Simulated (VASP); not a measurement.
A run of VASP 6.6.1 is set up as follows.

The input INCAR:

```
SYSTEM = Al3Co2Ru
ALGO = Fast
EDIFF = 1E-6
ENCUT = 520
GGA = PE
ISIF = 2
ISMEAR = 0
LASPH = .True.
LCHARG = .True.
LELF = .True.
LREAL = .False.
LVHAR = .True.
LWAVE = .False.
NBANDS = 30
NELM = 80
PREC = Accurate
SIGMA = 0.1
```

The input KPOINTS:

```
k-points
0
Gamma
  12 12 8
  0 0 0
```

Contents of POSCAR:

```
Al3Co2Ru
1.0
    4.2441355816      0.0000000000      0.0000000000
   -2.1220677908      3.6755292308      0.0000000000
    0.0000000000      0.0000000000      5.2052964258
Al Co Ru
3 2 1
Direct
    0.3333333333      0.6666666667      0.3271405275
    0.6666666667      0.3333333333      0.6728594725
    0.0000000000      0.0000000000      0.0000000000
    0.3333333333      0.6666666667      0.8366689898
    0.6666666667      0.3333333333      0.1633310102
    0.0000000000      0.0000000000      0.5000000000
```

Potentials or basis: VASP PAW PBE potentials, release 64 (Al, Co, Ru_pv).

Run with:

```bash
$ cat potpaw_PBE.64/Al/POTCAR potpaw_PBE.64/Co/POTCAR potpaw_PBE.64/Ru_pv/POTCAR > POTCAR
$ mpirun -np 1 vasp_std > vasp.out
```

(1) What does it give for the band gap on the k mesh?

(2) Predict the largest force.

(3) What does it give for the pressure?

Results:

(1) zero (an odd number of electrons rules out a gap without spin polarisation).

(2) 0.004 eV/Å.

(3) -14.4 GPa.

Caveat: the cell stands under tension; the run has no spin polarisation, though such a crystal can be magnetic.
